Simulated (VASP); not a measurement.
## BN (zincblende type): single point with PBE

BN (zincblende type):

```
CELL_PARAMETERS angstrom
0.00000 1.81235 1.81235
1.81235 0.00000 1.81235
1.81235 1.81235 0.00000
ATOMIC_POSITIONS crystal
B 0.03186 0.03186 0.03186
N 0.25000 0.25000 0.25000
```

This cell differs from its parent crystal: atom 1 (B) moved by [0.11547, 0.11547, 0.11547] A.

```
Program                : VASP 6.6.1
Task                   : single point
Functional             : PBE
Potentials or basis    : VASP PAW PBE potentials, release 64 (B, N)
Cutoff                 : 600 eV
k mesh                 : 16 × 16 × 16
Occupations            : fermi-dirac, width 0.03 eV
Spin                   : no spin polarisation
Dipole correction      : no
Further INCAR settings : ALGO = Normal; EDIFF = 1e-06; NBANDS = 11
```

```
Pressure               : 15.6 GPa
Largest force          : 7.049 eV/Å
Band gap on the k mesh : 3.16 eV, indirect (least direct gap 7.12 eV)
```

Forces in eV/Å, atoms in the order of the input:
```
B   -4.070 -4.070 -4.070
N    4.070  4.070  4.070
```

Stress tensor (GPa, compression positive):
```
15.57 12.56 12.56
12.56 15.57 12.56
12.56 12.56 15.57
```

Levels at points of the mesh, in eV from the valence-band top:
```csv
k point,band 1,band 2,band 3,band 4,band 5,band 6,band 7,band 8,band 9
"(0.00, 0.00, 0.00)",-21.08,-3.21,0.00,0.00,7.12,7.12,8.67,10.88,23.39
"(0.50, 0.00, 0.00)",-16.97,-11.36,-4.28,-1.48,7.09,8.23,13.03,13.75,22.05
"(0.50, 0.50, 0.50)",-17.11,-11.98,-2.57,-2.57,9.33,10.48,10.48,14.70,20.42
"(0.50, 0.50, 0.00)",-15.70,-9.88,-5.92,-5.37,3.16,7.82,16.16,18.60,19.38
```

Wall time 79 s on 1 thread of Intel Xeon 8259CL, on a shared host, peak memory 0.17 GiB.

Caveat: the cell differs from its parent crystal (atom 1 (B) moved by [0.11547, 0.11547, 0.11547] A); forces of over 1 eV/Å act on the atoms, so gaps and moduli don't describe the material at rest. A k mesh can miss the band edges.
